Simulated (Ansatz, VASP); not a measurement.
## Cd3O in VASP and in Ansatz

```
CELL_PARAMETERS angstrom
5.25578 0.00000 0.00000
0.00000 5.25578 0.00000
0.00000 0.00000 5.25578
ATOMIC_POSITIONS crystal
Cd 0.00000 0.50000 0.25000
Cd 0.00000 0.50000 0.75000
Cd 0.25000 0.00000 0.50000
Cd 0.75000 0.00000 0.50000
Cd 0.50000 0.75000 0.00000
Cd 0.50000 0.25000 0.00000
O 0.00000 0.00000 0.00000
O 0.50000 0.50000 0.50000
```

Alike in both runs: functional r2SCAN; k mesh 4 × 4 × 4; occupations gaussian, width 0.1 eV; no spin polarisation.

Ansatz relaxed the structure, and its values are those at the end. VASP's run is a single point on that final structure, the one shown.

|  | VASP | Ansatz |
| --- | --- | --- |
| version | VASP 6.6.1 | Ansatz 0.2.0 |
| potentials or method | VASP PAW PBE potentials, release 64 (Cd, O), cutoff 660 eV | scalar-relativistic, plane waves, PAW |
| valence electrons in the cell | 84 | 132 |

|  | VASP | Ansatz | Ansatz less VASP |
| --- | --- | --- | --- |
| gap on the k mesh at the Fermi level (eV) | none | none | - |
| pressure (GPa) | 0.4 | -0.1 | -0.49 |

VASP's potentials were made for PBE, not for r2SCAN. A gap of «none» marks a metal or a gap that the smearing closes. VASP's potentials hold 84 valence electrons a cell and Ansatz's 132, so a difference there can come from the potentials and not from the codes.
